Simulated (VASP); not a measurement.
Write the native input for VASP 6.6.1 that does the following.

```yaml
Task: single point
Functional: PBE
Potentials_or_basis: VASP PAW PBE potentials, release 64 (Nb_sv, B)
Cutoff: 520 eV
k_mesh: 6 × 6 × 6
Occupations: gaussian, width 0.1 eV
Spin: no spin polarisation
Dipole_correction: no
Further_INCAR_settings: ALGO = Normal; EDIFF = 1e-06; NBANDS = 22
```

The structure of Nb2B lies in POSCAR:

```
Nb2B
1.0
    0.0000000000      2.8170875644      2.8170875644
    2.8170875644      0.0000000000      2.8170875644
    2.8170875644      2.8170875644      0.0000000000
Nb B
2 1
Direct
    0.2500000000      0.2500000000      0.2500000000
    0.7500000000      0.7500000000      0.7500000000
    0.5000000000      0.5000000000      0.5000000000
```

The input as run:

INCAR

```
SYSTEM = Nb2B
PREC = Accurate ; ENCUT = 520
EDIFF = 1E-6 ; ISMEAR = 0
SIGMA = 0.1 ; LREAL = .FALSE.
LASPH = .TRUE. ; NELM = 80
ALGO = Normal ; ISIF = 2
LWAVE = .FALSE. ; LCHARG = .FALSE.
GGA = PE ; NBANDS = 22
```

KPOINTS

```
Automatic mesh
0
G
  6 6 6
  0 0 0
```

Potentials or basis: VASP PAW PBE potentials, release 64 (Nb_sv, B).

The run is started by

```console
$ cat potpaw_PBE.64/Nb_sv/POTCAR potpaw_PBE.64/B/POTCAR > POTCAR
$ mpirun -np 1 vasp_std > vasp.out
```

It gave:

```json
{
 "Pressure": "-0.2 GPa"
}
```

Wall time 14 s on 1 thread of Intel(R) Xeon(R) Platinum 8488C (Sapphire Rapids), on a shared host, peak memory 0.17 GiB.
